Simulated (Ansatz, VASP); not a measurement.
SiC, level by level in two programs

```xyz
8
Lattice="3.1360 0.0000 0.0000 -1.5680 2.7159 0.0000 0.0000 0.0000 10.2682" Properties=species:S:1:pos:R:3 pbc="T T T"
Si    0.0000    0.0000    1.9293
Si    0.0000    0.0000    7.0634
Si    0.0000    1.8106    4.4958
Si    1.5680    0.9053    9.6299
C     0.0000    0.0000    0.0047
C     0.0000    0.0000    5.1388
C     0.0000    1.8106    2.5650
C     1.5680    0.9053    7.6991
```

Single points on this cell with VASP 6.6.1 and Ansatz 0.2.0. Each row is one pair of runs. Alike in all rows: spin: off; k mesh: 10 × 10 × 3; smearing: fermi-dirac, width 0.05 eV.

```tsv
level	VASP's potentials, cutoff	Ansatz's potentials, cutoff	gap on the k mesh at the Fermi level (eV), VASP	gap on the k mesh at the Fermi level (eV), Ansatz	least direct gap on the mesh (eV), VASP	least direct gap on the mesh (eV), Ansatz	pressure (GPa), VASP	pressure (GPa), Ansatz
PBEsol+D3(BJ)	VASP PAW PBE potentials, release 64 (Si, C), 520 eV	Ansatz PAW, 420 eV	2.09	2.10	3.20	3.21	-14.3	-14.6
BLYP+D3(BJ)	VASP PAW PBE potentials, release 64 (Si, C), 520 eV	Ansatz PAW, 420 eV	2.51	2.50	3.61	3.60	-11.9	-12.5
LDA	VASP PAW LDA potentials, release 64 (Si, C), 520 eV	JTH PAW LDA, 780 eV	2.15	?	3.26	?	-14.6	?
```

Problem. Fill in what Ansatz gave in row 3.

Solution. gap on the k mesh at the Fermi level (eV): 2.16; least direct gap on the mesh (eV): 3.28; pressure (GPa): -15.2.

Noted on Ansatz's runs: odd divisions of the mesh miss points on the zone boundary, where band edges often lie, so the gap on the mesh can be too wide.
